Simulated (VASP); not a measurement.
# Ti2Be3Ga (P1) in VASP: single point with LDA

Aim: the single point of Ti2Be3Ga with LDA.

Program: VASP 6.6.1. These are calculated values, not measurements. Logs are shortened: lines on timing, memory, paths and dates and some standing lists are left out, and cuts for length are marked.

### Step 1. The cell of the first run

The typed cell holds 6 atoms: a = 4.680 Å, b = 4.740 Å, c = 4.737 Å, α = 61.63°, β = 60.24°, γ = 61.21°.

### Step 2. Single point, LDA

Contents of INCAR:

```
PREC = Accurate
ENCUT = 520
EDIFF = 1E-7
ISMEAR = -1
SIGMA = 0.15
LREAL = F
LASPH = T
NELM = 80
ALGO = Normal
ISIF = 2
LWAVE = F
LCHARG = F
GGA = CA
NBANDS = 30
```

Contents of KPOINTS:

```
regular mesh
0
Gamma
  4 4 4
```

Contents of POSCAR:

```
Ti2Be3Ga
1.0
    2.3679800000      1.3279200000      3.8116800000
   -2.4273900000      1.4026300000      3.8214600000
    0.0350000000     -2.7811000000      3.8341200000
Ti Be Ga
2 3 1
Direct
    0.1182000000      0.1243200000      0.1294300000
    0.8758200000      0.8794700000      0.8724000000
    0.0001700000      0.5065300000      0.4934300000
    0.4988000000      0.0026200000      0.4984700000
    0.5021200000      0.5044200000      0.0015200000
    0.5000400000      0.4917500000      0.5083500000
```

Potentials or basis: VASP PAW LDA potentials, release 64 (Ti_sv, Be, Ga_d).

Started as:

```
$ cat potpaw_LDA.64/Ti_sv/POTCAR potpaw_LDA.64/Be/POTCAR potpaw_LDA.64/Ga_d/POTCAR > POTCAR
$ mpirun -np 1 vasp_std > vasp.out
```

OUTCAR:

```text
PREC = Accurate
   ENCUT = 520
   EDIFF = 1E-7
   ISMEAR = -1
   LREAL = F
   LASPH = T
   NELM = 80
   ISIF = 2
   GGA = CA

 ion  position               nearest neighbor table
   1  0.118  0.124  0.129-   6 2.75   6 2.79   2 2.85   6 2.88   2 2.91   2 2.91
   2  0.876  0.879  0.872-   6 2.78   6 2.80   1 2.85   6 2.85   1 2.91   1 2.91
   3  0.000  0.507  0.493-   6 2.34   6 2.34   5 2.35   5 2.38
   4  0.499  0.003  0.498-   6 2.34   6 2.40
   5  0.502  0.504  0.002-   3 2.35   6 2.37   6 2.37   3 2.38
   6  0.500  0.492  0.508-   3 2.34   3 2.34   4 2.34   5 2.37   5 2.37   4 2.40   1 2.75   2 2.78
                             1 2.79   2 2.80   2 2.85   1 2.88

  LATTYP: Found a triclinic cell.
 ALAT       =     4.6797014039
 B/A-ratio  =     1.0097186885
 C/A-ratio  =     1.0127848174
 COS(alpha) =     0.0006532147
 COS(beta)  =     0.4815577396
 COS(gamma) =     0.4927256055

  Lattice vectors:

 A1 = (   2.3679800000,   1.3279200000,   3.8116800000)
 A2 = (   2.3329800000,   4.1090200000,  -0.0224400000)
 A3 = (  -2.4273900000,   1.4026300000,   3.8214600000)

Analysis of symmetry for initial positions (statically):
=====================================================================
 Subroutine PRICEL returns:
 Original cell was already a primitive cell.

 Routine SETGRP: Setting up the symmetry group for a
 triclinic supercell.

 Subroutine GETGRP returns: Found  1 space group operations
 (whereof  1 operations were pure point group operations)
 out of a pool of  2 trial point group operations.

The static configuration has the point symmetry C_1 .

Analysis of symmetry for dynamics (positions and initial velocities):
=====================================================================
 Subroutine PRICEL returns:
 Original cell was already a primitive cell.

 Routine SETGRP: Setting up the symmetry group for a
 triclinic supercell.

 Subroutine GETGRP returns: Found  1 space group operations
 (whereof  1 operations were pure point group operations)
 out of a pool of  2 trial point group operations.

The dynamic configuration has the point symmetry C_1 .

 Subroutine INISYM returns: Found  1 space group operations
 (whereof  1 operations are pure point group operations),
 and found     1 'primitive' translations

----------------------------------------------------------------------------------------

                                     Primitive cell

  volume of cell :      75.9825

  direct lattice vectors                    reciprocal lattice vectors
     2.367980000  1.327920000  3.811680000     0.210650098  0.124247817  0.088200904
    -2.427390000  1.402630000  3.821460000    -0.206522221  0.117733880  0.087284167
     0.035000000 -2.781100000  3.834120000    -0.003576925 -0.240865761  0.086135391

  length of vectors
     4.679701404  4.739530532  4.736688546     0.259981505  0.253241427  0.255828878

  position of ions in fractional coordinates (direct lattice)
     0.118200000  0.124320000  0.129430000
     0.875820000  0.879470000  0.872400000
     0.000170000  0.506530000  0.493430000
     0.498800000  0.002620000  0.498470000
     0.502120000  0.504420000  0.001520000
     0.500040000  0.491750000  0.508350000

  ion indices of the primitive-cell ions
   primitive index   ion index
                 1           1
                 2           2
                 3           3
                 4           4
                 5           5
                 6           6

----------------------------------------------------------------------------------------

 KPOINTS: regular mesh

Automatic generation of k-mesh.
 Grid dimensions read from file:
 generate k-points for:    4    4    4

 Generating k-lattice:

  Cartesian coordinates                     Fractional coordinates (reciprocal lattice)
     0.052662524  0.031061954  0.022050226     0.250000000 -0.000000000  0.000000000
    -0.051630555  0.029433470  0.021821042     0.000000000  0.250000000  0.000000000
    -0.000894231 -0.060216440  0.021533848    -0.000000000  0.000000000  0.250000000

  Length of vectors
     0.064995376  0.063310357  0.063957219

  Shift w.r.t. Gamma in fractional coordinates (k-lattice)
     0.000000000  0.000000000  0.000000000

 Subroutine IBZKPT returns following result:
 ===========================================

 Found     36 irreducible k-points:

 Following reciprocal coordinates:
            Coordinates               Weight
  0.000000  0.000000  0.000000      1.000000
  0.250000  0.000000 -0.000000      2.000000
  0.500000  0.000000 -0.000000      1.000000
  0.000000  0.250000  0.000000      2.000000
  0.250000  0.250000 -0.000000      2.000000
  0.500000  0.250000 -0.000000      2.000000
[... 16 lines left out ...]
 -0.000000 -0.250000  0.250000      2.000000
  0.250000 -0.250000  0.250000      2.000000
 [... further k-points ...]
   k-points           NKPTS =     36   k-points in BZ     NKDIM =     36   number of bands    NBANDS=     30
   number of dos      NEDOS =    301   number of ions     NIONS =      6
   total plane-waves  NPLWV =  46656
   dimension x,y,z NGX =    36 NGY =   36 NGZ =   36
   dimension x,y,z NGXF=    72 NGYF=   72 NGZF=   72
   ions per type =               2   3   1
   NGX,Y,Z   is equivalent  to a cutoff of  12.79, 12.63, 12.64 a.u.
   NGXF,Y,Z  is equivalent  to a cutoff of  25.58, 25.26, 25.27 a.u.
 SYSTEM =  unknown system
   PREC   = accura    normal or accurate (medium, high low for compatibility)
   ISTART =      0    job   : 0-new  1-cont  2-samecut
   ICHARG =      2    charge: 1-file 2-atom 10-const
   ISPIN  =      1    spin polarized calculation?
   LNONCOLLINEAR =      F non collinear calculations
   LSORBIT =      F    spin-orbit coupling
   LASPH  =      T    aspherical Exc in radial PAW
   ENCUT  =  520.0 eV  38.22 Ry    6.18 a.u.   8.70  8.81  8.81*2*pi/ulx,y,z
   NELM   =     80;   NELMIN=  2; NELMDL= -5     # of ELM steps
   EDIFF  = 0.1E-06   stopping-criterion for ELM
   LREAL  =      F    real-space projection
   EDIFFG = 0.1E-05   stopping-criterion for IOM
   NSW    =      0    number of steps for IOM
   IBRION =     -1    ionic relax: 0-MD 1-quasi-New 2-CG
   NFREE  =      0    steps in history (QN), initial steepest desc. (CG)
   ISIF   =      2    stress and relaxation
   ISYM   =      2    0-nonsym 1-usesym 2-fastsym
   POTIM  = 0.5000    time-step for ionic-motion
   TEBEG  =    0.0;   TEEND  =   0.0 temperature during run
   PSTRESS=    0.0 pullay stress
   NELECT =      43.0000    total number of electrons
   NUPDOWN=      -1.0000    fix difference up-down
   EMIN   =  10.00;   EMAX   =-10.00  energy-range for DOS
   EFERMI =   0.00;   METHOD = LEGACY
   ISMEAR =    -1;   SIGMA  =   0.15  broadening in eV -4-tet -1-fermi 0-gaus
   EFERMI_NEDOS =   21; number of points for ismear=-14 and -15
   IALGO  =     38    algorithm
   IMIX   =      4    mixing-type and parameters
     AMIX     =   0.40;   BMIX     =  1.00
     AMIX_MAG =   1.60;   BMIX_MAG =  1.00
  volume/ion in A,a.u.               =      12.66        85.46
  Fermi-wavevector in a.u.,A,eV,Ry     =   1.354128  2.558932 24.948510  1.833664
  Thomas-Fermi vector in A             =   2.481326
   LORBIT       =      0    0 simple, 1 ext, 2 COOP (PROOUT), +10 PAW based schemes
   GGA     = CA    functional components
   LHFCALC =     F    Hartree Fock is set to
   AEXX    =    0.0000 exact exchange contribution
   IVDW    =     0    specifies the selected vdW correction
   LEPSILON=     F    determine dielectric tensor
   LRPA    =     F    only Hartree local field effects (RPA)
 non-spin polarized calculation
  energy-cutoff  :      520.00
  volume of cell :       75.98
 maximum number of plane-waves:      2062
 NGX is ok and might be reduce to    36
   NGX = 17   NGY = 17   NGZ = 17

 number of electron      43.0000006 magnetization

 Free energy of the ion-electron system (eV)
  ---------------------------------------------------
  ext. energy  EPLUGINS =         0.00000000
  ---------------------------------------------------
  free energy    TOTEN  =       -34.83751105 eV

  energy without entropy =      -34.44006515  energy(sigma->0) =      -34.63878810

 E-fermi :   6.6633     XC(G=0): -11.4287

 val. band max:        6.6492404018   @ k =   0.5000   0.2500   0.5000
 cond. band min:       6.6730489082   @ k =   0.5000   0.2500  -0.0000
 fundamental gap:      0.0238085064
 Fermi energy:         6.6633366684

 k-point     1 :       0.0000    0.0000    0.0000
  band No.  band energies     occupation
      1     -49.2156      2.00000
      2     -49.1296      2.00000
      3     -25.9240      2.00000
      4     -25.9187      2.00000
      5     -25.8980      2.00000
      6     -25.7555      2.00000
[... 22 lines left out ...]
     29      11.0824      0.00000
     30      11.2310      0.00000

 k-point     2 :       0.2500    0.0000   -0.0000
  band No.  band energies     occupation
      1     -49.2068      2.00000
      2     -49.1384      2.00000
      3     -25.9352      2.00000
      4     -25.9225      2.00000
      5     -25.9091      2.00000
      6     -25.7469      2.00000
[... 22 lines left out ...]
     29      10.4358      0.00000
     30      11.3020      0.00000

 k-point     3 :       0.5000    0.0000   -0.0000
  band No.  band energies     occupation
      1     -49.1947      2.00000
      2     -49.1505      2.00000
      3     -25.9454      2.00000
      4     -25.9252      2.00000
      5     -25.9208      2.00000
      6     -25.7406      2.00000
[... 22 lines left out ...]
     29      10.8988      0.00000
     30      11.5281      0.00000

 k-point     4 :       0.0000    0.2500    0.0000
  band No.  band energies     occupation
      1     -49.2086      2.00000
      2     -49.1367      2.00000
      3     -25.9323      2.00000
      4     -25.9274      2.00000
      5     -25.8992      2.00000
      6     -25.7557      2.00000
[... 22 lines left out ...]
     29      10.3451      0.00000
     30      11.4177      0.00000

 k-point     5 :       0.2500    0.2500   -0.0000
  band No.  band energies     occupation
      1     -49.2034      2.00000
      2     -49.1419      2.00000
      3     -25.9442      2.00000
      4     -25.9359      2.00000
      5     -25.8841      2.00000
      6     -25.7633      2.00000
[... 22 lines left out ...]
     29      10.3131      0.00000
     30      11.0790      0.00000
[... 526 lines left out ...]
     29      10.3141      0.00000
     30      12.0022      0.00000

 k-point    22 :      -0.2500    0.5000    0.2500
  band No.  band energies     occupation
      1     -49.1788      2.00000
      2     -49.1665      2.00000
      3     -25.9632      2.00000
      4     -25.9559      2.00000
      5     -25.8365      2.00000
      6     -25.8098      2.00000
[... 22 lines left out ...]
     29      10.1575      0.00000
     30      11.9633      0.00000

 k-point    23 :      -0.0000   -0.2500    0.2500
  band No.  band energies     occupation
      1     -49.1970      2.00000
      2     -49.1483      2.00000
      3     -25.9525      2.00000
      4     -25.9380      2.00000
      5     -25.8756      2.00000
      6     -25.7779      2.00000
[... 22 lines left out ...]
     29      10.9111      0.00000
     30      11.5329      0.00000

 k-point    24 :       0.2500   -0.2500    0.2500
  band No.  band energies     occupation
      1     -49.1919      2.00000
      2     -49.1534      2.00000
      3     -25.9528      2.00000
      4     -25.9483      2.00000
      5     -25.8620      2.00000
      6     -25.7912      2.00000
[... 22 lines left out ...]
     29      10.5274      0.00000
     30      11.5347      0.00000

 [... further k-points ...]

------------------------ aborting loop because EDIFF is reached ----------------------------------------

  FORCE on cell =-STRESS in cart. coord.  units (eV):
  Direction    XX          YY          ZZ          XY          YZ          ZX
  --------------------------------------------------------------------------------------
  -------------------------------------------------------------------------------------
  Total       -6.6175203     -6.6294188     -3.4524213      1.3289431      0.3461067      0.1356101
  in kB     -139.5379939   -139.7888874    -72.7982570     28.0222876      7.2980551      2.8594942
  external PRESSURE =    -117.3750461 kB  Pullay stress =       0.0000000 kB

 VOLUME and BASIS-vectors are now :
 -----------------------------------------------------------------------------
  energy-cutoff  :      520.00
  volume of cell :       75.98
      direct lattice vectors                 reciprocal lattice vectors
     2.367980000  1.327920000  3.811680000     0.210650098  0.124247817  0.088200904
    -2.427390000  1.402630000  3.821460000    -0.206522221  0.117733880  0.087284167
     0.035000000 -2.781100000  3.834120000    -0.003576925 -0.240865761  0.086135391

 POSITION                                       TOTAL-FORCE (eV/Angst)
 -----------------------------------------------------------------------------------
     -0.01735     -0.02862      1.42187         0.143120      0.146784      0.059265
     -0.03036     -0.02964     10.04409        -0.000084     -0.156442      0.017922
     -1.21187     -0.66158      3.82820         0.003632     -0.104163      0.012610
      1.19224     -0.72025      3.82247         0.067557     -0.054810     -0.066899
     -0.03536      1.37006      3.84737        -0.015617      0.002424     -0.123442
      0.00821     -0.06002      5.73427        -0.198608      0.166207      0.100544
 -----------------------------------------------------------------------------------
    total drift:                               -0.000067      0.000018     -0.000141

  FREE ENERGIE OF THE ION-ELECTRON SYSTEM (eV)
  ---------------------------------------------------
  free  energy   TOTEN  =       -34.8375110477 eV

  energy  without entropy=      -34.4400651539  energy(sigma->0) =      -34.63878810
```

Run time: 2.4 min. Hardware: 1 thread of Intel Xeon Platinum 8488C (Sapphire Rapids), shared host; peak memory 0.22 GiB.

What came out:

```
Free energy            : -34.8375 eV
Pressure               : -11.7 GPa
Largest force          : 0.278 eV/Å
Band gap on the k mesh : zero (an odd number of electrons rules out a gap without spin polarisation)
```

Forces on the atoms (eV/Å):
```
Ti   0.143  0.147  0.059
Ti   0.000 -0.156  0.018
Be   0.004 -0.104  0.013
Be   0.068 -0.055 -0.067
Be  -0.016  0.002 -0.123
Ga  -0.199  0.166  0.101
```

Levels at points of the mesh, in eV from the Fermi level:
```csv
k point,band 19,band 20,band 21,band 22,band 23,band 24,band 25,band 26
"(0.00, 0.00, 0.00)",-1.65,-1.60,-1.43,-0.75,-0.65,2.48,2.55,2.82
"(0.50, 0.00, 0.00)",-1.59,-0.84,-0.22,-0.11,-0.06,1.83,1.93,2.54
"(0.00, 0.50, 0.00)",-1.48,-0.86,-0.20,-0.14,-0.04,1.84,1.89,2.52
"(0.50, 0.50, 0.00)",-2.48,0.25,0.32,0.34,0.54,1.41,1.56,1.76
"(0.00, 0.00, 0.50)",-1.59,-0.90,-0.23,-0.12,-0.09,1.93,2.02,2.62
"(0.50, 0.00, 0.50)",-2.46,0.23,0.28,0.36,0.47,1.46,1.48,1.82
"(0.00, 0.50, 0.50)",-2.39,0.28,0.30,0.41,0.45,1.39,1.64,1.74
"(0.50, 0.50, 0.50)",-0.97,-0.82,-0.18,-0.10,0.01,1.98,2.01,2.59
```

Caveat: the k points lie up to 0.41 Å⁻¹ apart, too coarse for converged energies and pressures of a metal.
